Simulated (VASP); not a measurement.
# HPt6: single point with PBE

The system is HPt6, a slab with vacuum.

```xyz
14
Lattice="5.6143 0.0000 0.0000 0.0000 5.6143 0.0000 0.0000 0.0000 21.8514" Properties=species:S:1:pos:R:3 pbc="T T T"
Pt    1.4036    1.4036    4.0000
Pt    1.4036    4.2107    4.0000
Pt    4.2107    1.4036    4.0000
Pt    4.2107    4.2107    4.0000
Pt    0.0000    0.0000    5.9264
Pt    0.0000    2.8072    5.9264
Pt    2.8072    0.0000    5.9264
Pt    2.8072    2.8072    5.9264
Pt    1.4036    1.4036    7.8514
Pt    1.4036    4.2107    7.8514
Pt    4.2107    1.4036    7.8514
Pt    4.2107    4.2107    7.8514
H    -0.4595    0.0000   11.4514
H     0.4595    0.0000   11.4514
```

```yaml
Program: VASP 6.6.1
Task: single point
Functional: PBE
Potentials_or_basis: VASP PAW PBE potentials, release 64 (Pt, H)
Cutoff: 520 eV
k_mesh: 5 × 5 × 1
Occupations: gaussian, width 0.1 eV
Spin: no spin polarisation
```

```yaml
Largest_force: 3.517 eV/Å
Band_gap_on_the_k_mesh: zero (bands 61 and 62 overlap by 0.16 eV)
```

Forces on the atoms (eV/Å):
```
Pt  -0.001  0.000  0.010
Pt  -0.001  0.000  0.010
Pt   0.001  0.000  0.010
Pt   0.001  0.000  0.010
Pt   0.000  0.000 -0.011
Pt   0.000  0.000 -0.006
Pt   0.000  0.000 -0.008
Pt   0.000  0.000 -0.015
Pt   0.001  0.000 -0.001
Pt   0.001  0.000 -0.001
Pt  -0.001  0.000 -0.001
Pt  -0.001  0.000 -0.001
H    3.517  0.000  0.002
H   -3.517  0.000  0.002
```

Levels at points of the mesh, in eV from the Fermi level:
```
           k point  band 59  band 60  band 61  band 62  band 63  band 64
(0.00, 0.00, 0.00)     0.08     0.14     0.14     0.34     0.79     0.79
```

It took 31 min on 1 thread of Oxide Virtual Turin-like Processor, with other jobs on the host, peak memory 0.75 GiB.

Caveat: spin-orbit coupling is left out, which moves the levels of the heavy elements.
